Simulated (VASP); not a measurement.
Pb, 1 atom in the cell. It takes space group Im-3m (No. 229, cubic). Conventional cell: a = 3.761 Å, b = 3.761 Å, c = 3.761 Å, α = 90.00°, β = 90.00°, γ = 90.00°. Within 4.3 Å of Pb (site symmetry m-3m) lie 14 Pb at 3.26 to 3.76 Å. This isn't the form of Pb at room conditions, which is fcc. This cell differs from its parent crystal: strain -0.050 along x and y, -0.050 along z.

| Quantity | Value |
| --- | --- |
| Program | VASP 6.6.1 |
| Task | single point |
| Functional | LDA |
| Potentials or basis | VASP PAW LDA potentials, release 64 (Pb_d) |
| Cutoff | 520 eV |
| k mesh | 18 × 18 × 18 |
| Occupations | gaussian, width 0.15 eV |
| Spin | no spin polarisation |
| Dipole correction | no |
| Further INCAR settings | ALGO = Normal; EDIFF = 1e-07; NBANDS = 13 |

Potentials or basis: VASP PAW LDA potentials, release 64 (Pb_d).

Command:

```bash
$ cat potpaw_LDA.64/Pb_d/POTCAR > POTCAR
$ mpirun -np 1 vasp_std > vasp.out
```

Hardware: 1 thread of Intel(R) Xeon(R) 6975P-C (Granite Rapids), with other jobs on the host.

Question: How long does it take, and how much memory?

Answer: It took 14 s on 1 thread of Intel(R) Xeon(R) 6975P-C (Granite Rapids), on a shared host, peak memory 0.17 GiB. Counts: scf iterations 11, k points 195.
